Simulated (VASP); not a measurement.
Here is a VASP 6.6.1 calculation.

The input INCAR:

```
PREC = Accurate
ENCUT = 520
EDIFF = 1E-6
ISMEAR = 0
SIGMA = 0.1
LREAL = False
LASPH = True
NELM = 60
ALGO = Normal
ISIF = 2
LWAVE = False
LCHARG = True
GGA = PE
LELF = True
LVHAR = True
NBANDS = 33
```

File KPOINTS:

```
Automatic mesh
0
Gamma
  6 6 4
```

POSCAR

```
Si2W3
1.0
    4.6633532700      0.0000000000      0.0000000000
   -2.3316766300      4.0385824000      0.0000000000
    0.0000000000      0.0000000000      5.2528455400
Si W
2 3
Direct
    0.3333333300      0.6666666700      0.5000000000
    0.6666666700      0.3333333300      0.5000000000
    0.3333333300      0.6666666700      0.0000000000
    0.6666666700      0.3333333300      0.0000000000
    0.0000000000      0.0000000000      0.0000000000
```

Potentials or basis: VASP PAW PBE potentials, release 64 (Si, W_sv).

Command:

```console
$ cat potpaw_PBE.64/Si/POTCAR potpaw_PBE.64/W_sv/POTCAR > POTCAR
$ mpirun -np 1 vasp_std > vasp.out
```

Q: Estimate the band gap on the k mesh.

A: Zero (bands 25 and 26 overlap by 1.38 eV).

Q: Estimate the pressure.

A: -3.3 GPa.

Stress tensor (GPa, compression positive):
```
  2.60   0.00   0.00
  0.00   2.60   0.00
  0.00   0.00 -15.05
```

Caveat: the stress differs along the axes, from -15 to 3 GPa; spin-orbit coupling is left out, which moves the levels of the heavy elements.
